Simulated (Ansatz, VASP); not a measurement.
BN: VASP beside Ansatz

INCAR

```
ALGO = Normal ; EDIFF = 1E-6
ENCUT = 520 ; GGA = PE
ISIF = 2 ; ISMEAR = 0
LASPH = True ; LCHARG = False
LREAL = False ; LWAVE = False
NBANDS = 36 ; NELM = 80
PREC = Accurate ; SIGMA = 0.05
```

KPOINTS

```
k-points
0
Gamma
  10 10 2
```

POSCAR

```
BN
1.0
    1.8123485118     -1.8123485118      0.0000000000
    1.8123485118      0.0000000000     -1.8123485118
    8.7598052971      6.4941884225      6.4941884225
B N
6 6
Direct
    0.8350701400     -0.1649298600      0.3958000000
    0.2378534733      0.2378534733      0.2291333333
    0.4322868067      0.4322868067      0.5624666667
    0.6267201400      0.6267201400      0.8958000000
    0.0295034733      0.0295034733      0.7291333333
    0.6406368067      0.6406368067      0.0624666667
    0.4843743067      0.4843743067      0.4374666667
   -0.1128423600     -0.1128423600      0.2708000000
    0.0815909733      0.0815909733      0.6041333333
    0.2760243067      0.2760243067      0.9374666667
   -0.3211923600     -0.3211923600      0.7708000000
    0.2899409733      0.2899409733      0.1041333333
```

Input for Ansatz:

```yaml
crystal:
  lattice:
    - [1.8123485118, -1.8123485118, 0.0]
    - [1.8123485118, 0.0, -1.8123485118]
    - [8.7598052971, 6.4941884225, 6.4941884225]
  atoms:
    - { symbol: B, position: [0.83507014, -0.16492986, 0.3958] }
    - { symbol: B, position: [0.2378534733, 0.2378534733, 0.2291333333] }
    - { symbol: B, position: [0.4322868067, 0.4322868067, 0.5624666667] }
    - { symbol: B, position: [0.62672014, 0.62672014, 0.8958] }
    - { symbol: B, position: [0.0295034733, 0.0295034733, 0.7291333333] }
    - { symbol: B, position: [0.6406368067, 0.6406368067, 0.0624666667] }
    - { symbol: "N", position: [0.4843743067, 0.4843743067, 0.4374666667] }
    - { symbol: "N", position: [-0.11284236, -0.11284236, 0.2708] }
    - { symbol: "N", position: [0.0815909733, 0.0815909733, 0.6041333333] }
    - { symbol: "N", position: [0.2760243067, 0.2760243067, 0.9374666667] }
    - { symbol: "N", position: [-0.32119236, -0.32119236, 0.7708] }
    - { symbol: "N", position: [0.2899409733, 0.2899409733, 0.1041333333] }
basis:
  ecutwfc: 420
kpoints:
  mp_grid: { grid: [10, 10, 2] }
hamiltonian:
  xc: pbe
scf:
  occupations: { method: gaussian, width: 0.05 }
output:
  forces: true
  stress: true
  eigenvalues: true
```

Alike in both runs: task single point; functional PBE; k mesh 10 × 10 × 2; occupations gaussian, width 0.05 eV; no spin polarisation.

|  | VASP | Ansatz |
| --- | --- | --- |
| version | VASP 6.6.1 | Ansatz 0.2.0 |
| potentials or method | VASP PAW PBE potentials, release 64 (B, N), cutoff 520 eV | scalar-relativistic, plane waves, PAW |
| valence electrons in the cell | 48 | 48 |

```csv
,VASP,Ansatz,Ansatz less VASP
gap on the k mesh at the Fermi level (eV),2.15,2.16,+0.005
least direct gap on the mesh (eV),3.05,3.06,+0.006
pressure (GPa),3.5,3.3,-0.22
"traceless stress, the component that is largest in VASP (GPa)",14.55,14.55,+0.005
rms of the force components (eV/Å),0.827,0.828,+0.0015
```

Atom by atom the forces differ by 0.003 eV/Å (rms over components). The functional is the same, so the differences come from potentials, cutoffs and numerics.
